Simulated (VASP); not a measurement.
Write the native input for VASP 6.6.1 that does the following.

```yaml
Task: relaxation of cell and atoms
Functional: PBEsol
Potentials_or_basis: VASP PAW PBE potentials, release 64 (S)
Cutoff: 500 eV
k_mesh: 17 × 17 × 17
Occupations: fermi-dirac, width 0.02 eV
Spin: no spin polarisation
Dipole_correction: no
Further_INCAR_settings: ALGO = Normal; EDIFF = 1e-07; IBRION = 2; EDIFFG = -0.01; NSW = 80; ISIF = 3
```

The structure of S lies in POSCAR:

```
S
1.0
   -1.6650000000      1.6650000000      1.6650000000
    1.6650000000     -1.6650000000      1.6650000000
    1.6650000000      1.6650000000     -1.6650000000
S
1
Direct
    0.0000000000      0.0000000000      0.0000000000
```

This isn't the form of S at room conditions, which is orthorhombic, of S8 rings.

These files were run (other wordings do the same):

INCAR

```
PREC = Accurate
ENCUT = 500
EDIFF = 1E-7
ISMEAR = -1
SIGMA = 0.02
LREAL = False
LASPH = True
NELM = 120
ALGO = Normal
ISIF = 3
LWAVE = False
LCHARG = False
GGA = PS
IBRION = 2
NSW = 80
EDIFFG = -0.01
GGA_COMPAT = False
NELMIN = 4
```

KPOINTS

```
Automatic mesh
0
Gamma
  17 17 17
```

Potentials or basis: VASP PAW PBE potentials, release 64 (S).

Run with:

```sh
$ cat potpaw_PBE.64/S/POTCAR > POTCAR
$ mpirun -np 1 vasp_std > vasp.out
```

Results of the run:

```json
{"Relaxed volume": "14.83 Å³/atom", "Relaxed cell": "a = 2.681 Å, b = 2.681 Å, c = 2.681 Å, α = 109.47°, β = 109.47°, γ = 109.47°", "Space group after relaxing (to 0.1 Å)": "Im-3m (No. 229)", "Energy gained by relaxing": "188.5 meV/atom", "Ionic steps": "3", "Pressure after relaxing": "0.0 GPa", "Band gap on the k mesh": "zero (bands 3 and 4 overlap by 7.71 eV)"}
```

Caveat: the volume moved by over 15 % at a fixed basis, so the end points are rough; the PAW data sets were made with another functional, which shifts forces and pressure a little.

Wall time 54 s on 1 thread of AMD EPYC 7R43 64-Core Processor (Zen 3), on a shared host, peak memory 0.11 GiB.
